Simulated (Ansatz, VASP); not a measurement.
## GaS2 in VASP and in Ansatz

```xyz
3
Lattice="3.3509 0.0000 0.0000 -1.6755 2.9020 0.0000 0.0000 0.0000 7.2089" Properties=species:S:1:pos:R:3 pbc="T T T"
Ga    0.0000    0.0000    0.0000
S     0.0000    1.9347    1.5017
S     1.6755    0.9673    5.7072
```

Change from the starting cell: species swapped into the VSe2 type (P-3m1, No. 164).

Alike in both runs: functional PBE; k mesh 18 × 18 × 8; occupations gaussian, width 0.1 eV; no spin polarisation.

Ansatz relaxed the structure, and its values are those at the end. VASP's run is a single point on that final structure, the one shown.

|  | VASP | Ansatz |
| --- | --- | --- |
| version | VASP 6.6.1 | Ansatz 0.2.0 |
| potentials or method | VASP PAW PBE potentials, release 64 (Ga_d, S), cutoff 520 eV | scalar-relativistic, plane waves, PAW |
| valence electrons in the cell | 25 | 25 |

|  | VASP | Ansatz | Ansatz less VASP |
| --- | --- | --- | --- |
| gap on the k mesh at the Fermi level (eV) | none | none | - |
| pressure (GPa) | 0.0 | 0.0 | +0.02 |

A gap of «none» marks a metal or a gap that the smearing closes. With one functional, cell and mesh, what is left measures potentials, basis and numerics.
